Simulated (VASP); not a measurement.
Here is a VASP 6.6.1 calculation.

File INCAR:

```
SYSTEM = Pd
PREC     = Accurate       ! precision mode
ENCUT    = 520            ! plane-wave cutoff, eV
EDIFF    = 1E-6           ! SCF threshold, eV
ISMEAR   = 0              ! smearing method
SIGMA    = 0.15           ! smearing width, eV
LREAL    = .FALSE.        ! projectors in reciprocal space
LASPH    = .TRUE.         ! aspherical terms in the spheres
NELM     = 100            ! most SCF steps
ALGO     = Fast           ! electronic algorithm
ISIF     = 2              ! what is computed and relaxed
LWAVE    = .FALSE.        ! write WAVECAR
LCHARG   = .TRUE.         ! write CHGCAR
GGA      = PE             ! functional
LELF     = .TRUE.         ! ELF
LVHAR    = .TRUE.       
NBANDS   = 28             ! bands
```

KPOINTS

```
Automatic mesh
0
G
  18 18 6
  0 0 0
```

POSCAR

```
Pd
1.0
    2.6963203051      0.0000000000      0.0000000000
   -1.3481601526      2.3350818809      0.0000000000
    0.0000000000      0.0000000000      9.1786947690
Pd
4
Direct
    0.0000000000      0.0000000000      0.0000000000
    0.3333333333      0.6666666667      0.2500000000
    0.0000000000      0.0000000000      0.5000000000
    0.6666666667      0.3333333333      0.7500000000
```

Potentials or basis: VASP PAW PBE potentials, release 64 (Pd).

The run is started by

```console
$ cat potpaw_PBE.64/Pd/POTCAR > POTCAR
$ mpirun -np 1 vasp_std > vasp.out
```

Estimate the pressure.

12.0 GPa.

What does it give for the band gap on the k mesh?

Zero (band 20 reaches 10.42 eV, above the bottom of band 21 at 9.40 eV).

Stress tensor (GPa, compression positive):
```
14.05  0.00  0.00
 0.00 14.05  0.00
 0.00  0.00  7.99
```

Caveat: the cell differs from its parent crystal (strain -0.0300 x Voigt [1, 1, 0, 0, 0, 0]).
